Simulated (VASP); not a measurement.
# SrO (P6_3/mmc) in VASP: a series of runs, part 2 of 2

VASP 6.6.1. Earlier steps stand in the parts before.

## (4) Single point, r2SCAN

This run uses another cell than the first one, of 18.02 Å³/atom.

Input file POSCAR:

```
SrO
1.0
    3.6229780985      0.0000000000      0.0000000000
   -1.8114890493      3.1375910707      0.0000000000
    0.0000000000      0.0000000000      6.3392428589
Sr O
2 2
Direct
    0.6666666667      0.3333333333      0.7500000000
    0.3333333333      0.6666666667      0.2500000000
    0.0000000000      0.0000000000      0.5000000000
    0.0000000000      0.0000000000      0.0000000000
```

Input file INCAR.step1:

```
ALGO     = Normal         # electronic algorithm
EDIFF    = 1E-4           # SCF threshold, eV
ENCUT    = 520            # plane-wave cutoff, eV
GGA      = PE             # functional
ISMEAR   = -1             # smearing method
LASPH    = True           # aspherical terms in the spheres
LCHARG   = False          # write CHGCAR
LREAL    = False          # projectors in reciprocal space
LWAVE    = True           # write WAVECAR
NBANDS   = 24             # bands
NELM     = 60             # most SCF steps
PREC     = Accurate       # precision mode
SIGMA    = 0.05           # smearing width, eV
```

Input file INCAR.step2:

```
ALGO     = Normal         # electronic algorithm
EDIFF    = 1E-7           # SCF threshold, eV
ENCUT    = 520            # plane-wave cutoff, eV
ISIF     = 2              # what is computed and relaxed
ISMEAR   = -1             # smearing method
ISTART   = 1            
LASPH    = True           # aspherical terms in the spheres
LCHARG   = False          # write CHGCAR
LMIXTAU  = True         
LREAL    = False          # projectors in reciprocal space
LWAVE    = False          # write WAVECAR
METAGGA  = R2SCAN         # meta-GGA
NBANDS   = 24             # bands
NELM     = 60             # most SCF steps
PREC     = Accurate       # precision mode
SIGMA    = 0.05           # smearing width, eV
```

Input file KPOINTS:

```
k-points
0
Gamma
  9 9 5
```

Potentials or basis: VASP PAW PBE potentials, release 64 (Sr_sv, O).

On the command line:

```
cat potpaw_PBE.64/Sr_sv/POTCAR potpaw_PBE.64/O/POTCAR > POTCAR
cp INCAR.step1 INCAR
mpirun -np 1 vasp_std > vasp.out
cp INCAR.step2 INCAR
mpirun -np 1 vasp_std > vasp.out
```

OUTCAR:

```text
EDIFF = 1E-7
   ENCUT = 520
   ISIF = 2
   ISMEAR = -1
   ISTART = 1
   LASPH = True
   LREAL = False
   METAGGA = R2SCAN
   NELM = 60
   PREC = Accurate

 ion  position               nearest neighbor table
   1  0.667  0.333  0.750-   3 2.62   4 2.62   3 2.62   4 2.62   3 2.62   4 2.62   2 3.80   2 3.80
                             2 3.80   2 3.80   2 3.80   2 3.80
   2  0.333  0.667  0.250-   3 2.62   4 2.62   3 2.62   4 2.62   3 2.62   4 2.62   1 3.80   1 3.80
                             1 3.80   1 3.80   1 3.80   1 3.80
   3  0.000  0.000  0.500-   1 2.62   2 2.62   1 2.62   2 2.62   1 2.62   2 2.62
   4  0.000  0.000  0.000-   1 2.62   2 2.62   1 2.62   2 2.62   1 2.62   2 2.62

  LATTYP: Found a hexagonal cell.
 ALAT       =     3.6229780985
 C/A-ratio  =     1.7497325920

  Lattice vectors:

 A1 = (   3.6229780985,   0.0000000000,   0.0000000000)
 A2 = (  -1.8114890493,   3.1375910707,   0.0000000000)
 A3 = (   0.0000000000,   0.0000000000,   6.3392428589)

Analysis of symmetry for initial positions (statically):
=====================================================================
 Subroutine PRICEL returns:
 Original cell was already a primitive cell.

 Routine SETGRP: Setting up the symmetry group for a
 hexagonal supercell.

 Subroutine GETGRP returns: Found 24 space group operations
 (whereof 12 operations were pure point group operations)
 out of a pool of 24 trial point group operations.

The static configuration has the point symmetry D_3d.
 The point group associated with its full space group is D_6h.

Analysis of symmetry for dynamics (positions and initial velocities):
=====================================================================
 Subroutine PRICEL returns:
 Original cell was already a primitive cell.

 Routine SETGRP: Setting up the symmetry group for a
 hexagonal supercell.

 Subroutine GETGRP returns: Found 24 space group operations
[... 120 lines left out ...]
   NUPDOWN=      -1.0000    fix difference up-down
   EMIN   =  10.00;   EMAX   =-10.00  energy-range for DOS
   EFERMI =   0.00;   METHOD = LEGACY
   ISMEAR =    -1;   SIGMA  =   0.05  broadening in eV -4-tet -1-fermi 0-gaus
   EFERMI_NEDOS =   21; number of points for ismear=-14 and -15
   IALGO  =     38    algorithm
   IMIX   =      4    mixing-type and parameters
     AMIX     =   0.40;   BMIX     =  1.00
     AMIX_MAG =   1.60;   BMIX_MAG =  1.00
  volume/ion in A,a.u.               =      18.02       121.57
  Fermi-wavevector in a.u.,A,eV,Ry     =   1.248988  2.360246 21.224702  1.559972
  Thomas-Fermi vector in A             =   2.383050
   LORBIT       =      0    0 simple, 1 ext, 2 COOP (PROOUT), +10 PAW based schemes
   METAGGA = R2SCAN    functional components
   LHFCALC =     F    Hartree Fock is set to
   AEXX    =    0.0000 exact exchange contribution
   IVDW    =     0    specifies the selected vdW correction
   LEPSILON=     F    determine dielectric tensor
   LRPA    =     F    only Hartree local field effects (RPA)
 non-spin polarized calculation
  energy-cutoff  :      520.00
  volume of cell :       72.06
 maximum number of plane-waves:      1961
 NGX is ok and might be reduce to    28
   NGX = 13   NGY = 13   NGZ = 23

 number of electron      31.9999989 magnetization

 Free energy of the ion-electron system (eV)
  ---------------------------------------------------
  ext. energy  EPLUGINS =         0.00000000
  ---------------------------------------------------
  free energy    TOTEN  =       -53.68984425 eV

  energy without entropy =      -53.68984425  energy(sigma->0) =      -53.68984425

 E-fermi :   2.7201     XC(G=0): -10.2791

 val. band max:        1.6182568019   @ k =   0.0000   0.0000   0.0000
 cond. band min:       4.9453875786   @ k =   0.0000   0.0000   0.0000
 fundamental gap:      3.3271307767
 Fermi energy:         2.7201384214

 k-point     1 :       0.0000    0.0000    0.0000
  band No.  band energies     occupation
      1     -32.6626      2.00000
      2     -32.5797      2.00000
      3     -16.0642      2.00000
      4     -14.7702      2.00000
      5     -13.7786      2.00000
      6     -13.7786      2.00000
[... 637 lines left out ...]
     23      11.3978      0.00000
     24      11.3978      0.00000

 [... further k-points ...]
[... 5 lines left out ...]
  --------------------------------------------------------------------------------------
  -------------------------------------------------------------------------------------
  Total       -1.9321377     -1.9321377     -2.3011636      0.0000000     -0.0000000      0.0000000
  in kB      -42.9585104    -42.9585104    -51.1633097      0.0000000     -0.0000000      0.0000000
  external PRESSURE =     -45.6934435 kB  Pullay stress =       0.0000000 kB

 VOLUME and BASIS-vectors are now :
 -----------------------------------------------------------------------------
  energy-cutoff  :      520.00
  volume of cell :       72.06
      direct lattice vectors                 reciprocal lattice vectors
     3.622978098  0.000000000  0.000000000     0.276016021  0.159357924  0.000000000
    -1.811489049  3.137591071  0.000000000     0.000000000  0.318715848  0.000000000
     0.000000000  0.000000000  6.339242859     0.000000000  0.000000000  0.157747545

 POSITION                                       TOTAL-FORCE (eV/Angst)
 -----------------------------------------------------------------------------------
      1.81149      1.04586      4.75443        -0.000000      0.000000      0.000000
     -0.00000      2.09173      1.58481         0.000000     -0.000000      0.000000
      0.00000      0.00000      3.16962        -0.000000     -0.000000      0.000000
      0.00000      0.00000      0.00000         0.000000     -0.000000      0.000000
 -----------------------------------------------------------------------------------
    total drift:                               -0.000000      0.000000     -0.000000

  FREE ENERGIE OF THE ION-ELECTRON SYSTEM (eV)
  ---------------------------------------------------
  free  energy   TOTEN  =       -53.6898442464 eV

  energy  without entropy=      -53.6898442464  energy(sigma->0) =      -53.68984425
```

OUTCAR.step1:

```text
EDIFF = 1E-4
   ENCUT = 520
   GGA = PE
   ISMEAR = -1
   LASPH = True
   LREAL = False
[... 880 lines left out ...]
     -0.00000      2.09173      1.58481         0.000000     -0.000000      0.000000
      0.00000      0.00000      3.16962        -0.000000      0.000000      0.000000
      0.00000      0.00000      0.00000        -0.000000      0.000000      0.000000
 -----------------------------------------------------------------------------------
    total drift:                               -0.000000      0.000000     -0.000000

  FREE ENERGIE OF THE ION-ELECTRON SYSTEM (eV)
  ---------------------------------------------------
  free  energy   TOTEN  =       -23.7293966890 eV

  energy  without entropy=      -23.7293966889  energy(sigma->0) =      -23.72939669
```

It took 5.7 min on 1 thread of Intel Xeon 8259CL, shared host; peak memory 0.23 GiB.

Results:

```yaml
Free_energy: -53.6898 eV
Pressure: -4.6 GPa
Band_gap_on_the_k_mesh: 3.33 eV
```

Levels at points of the mesh, in eV from the valence-band top:
```
           k point  band 13  band 14  band 15  band 16  band 17  band 18  band 19  band 20
(0.00, 0.00, 0.00)    -0.94    -0.70    -0.70     0.00     3.33     5.29     5.61     6.60
```

Caveat: the cell stands under tension; the PAW data sets were made with another functional, which shifts forces and pressure a little. A k mesh can miss the band edges.

## (5) The runs side by side

```csv
cell,gap on the mesh (eV),pressure (GPa)
"a = 3.577, b = 3.577, c = 6.258 Å, angles 90.0, 90.0, 120.0°, 4 atoms",3.51,-1.6
"a = 3.600, b = 3.600, c = 6.299 Å, angles 90.0, 90.0, 120.0°, 4 atoms",3.44,-3.2
"a = 3.623, b = 3.623, c = 6.339 Å, angles 90.0, 90.0, 120.0°, 4 atoms",3.33,-4.6
```

Alike in all rows: task single point; level r2SCAN; potentials or basis VASP PAW PBE potentials, release 64 (Sr_sv, O); no spin polarisation; k mesh 9 × 9 × 5; cutoff (eV) 520; smearing fermi-dirac 0.05 eV.

Caveats: the PAW data sets were made with another functional, which shifts forces and pressure a little; the cell stands under tension (at least some runs).

Total energies depend on the potentials used, so only differences within one code and one set of settings carry meaning.
